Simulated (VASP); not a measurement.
Input of a VASP 6.6.1 run:

Contents of INCAR:

```
SYSTEM = C9O
PREC     = Accurate       ! precision mode
ENCUT    = 520            ! plane-wave cutoff, eV
EDIFF    = 1E-6           ! SCF threshold, eV
ISMEAR   = 0              ! smearing method
SIGMA    = 0.05           ! smearing width, eV
LREAL    = .False.        ! projectors in reciprocal space
LASPH    = .True.         ! aspherical terms in the spheres
NELM     = 80             ! most SCF steps
ALGO     = Normal         ! electronic algorithm
ISIF     = 2              ! what is computed and relaxed
LWAVE    = .False.        ! write WAVECAR
LCHARG   = .False.        ! write CHGCAR
LDIPOL   = .True.       
IDIPOL   = 3            
DIPOL    = 0.5 0.5 0.517
GGA      = PS             ! functional
NBANDS   = 32             ! bands
```

Contents of KPOINTS:

```
regular mesh
0
Gamma
  12 12 1
  0 0 0
```

The input POSCAR:

```
C9O
1.0
    2.5129226041      0.0000000000      0.0000000000
   -1.2564613021      2.1762548129      0.0000000000
    0.0000000000      0.0000000000     26.8183263218
C O
9 1
Direct
    0.3333333333      0.6666666667      0.3169474447
    0.0000000000      0.0000000000      0.3360742229
    0.0000000000      0.0000000000      0.3934545574
    0.6666666667      0.3333333333      0.4125813356
    0.6666666667      0.3333333333      0.4820879338
    0.3333333333      0.6666666667      0.4899404002
    0.3333333333      0.6666666667      0.6143535142
    0.0000000000      0.0000000000      0.6144523041
    0.6666666667      0.3333333333      0.7348702540
    0.6666666667      0.3333333333      0.7771380729
```

Potentials or basis: VASP PAW PBE potentials, release 64 (C, O).

The run is started by

```bash
$ cat potpaw_PBE.64/C/POTCAR potpaw_PBE.64/O/POTCAR > POTCAR
$ mpirun -np 1 vasp_std > vasp.out
```

Task: Estimate the band gap on the k mesh.

Result: Zero (band 21 reaches 0.24 eV, above the bottom of band 22 at 0.18 eV).

Task: Predict the largest force.

Result: 5.461 eV/Å.

Forces on the atoms (eV/Å):
```
C    0.000  0.000  3.454
C    0.000  0.000 -5.461
C    0.000  0.000  4.328
C    0.000  0.000 -2.339
C    0.000  0.000  0.002
C    0.000  0.000  0.016
C    0.000  0.000  0.006
C    0.000  0.000 -0.006
C    0.000  0.000 -1.034
O    0.000  0.000  1.032
```

Caveat: the PAW data sets were made with another functional, which shifts forces and pressure a little.
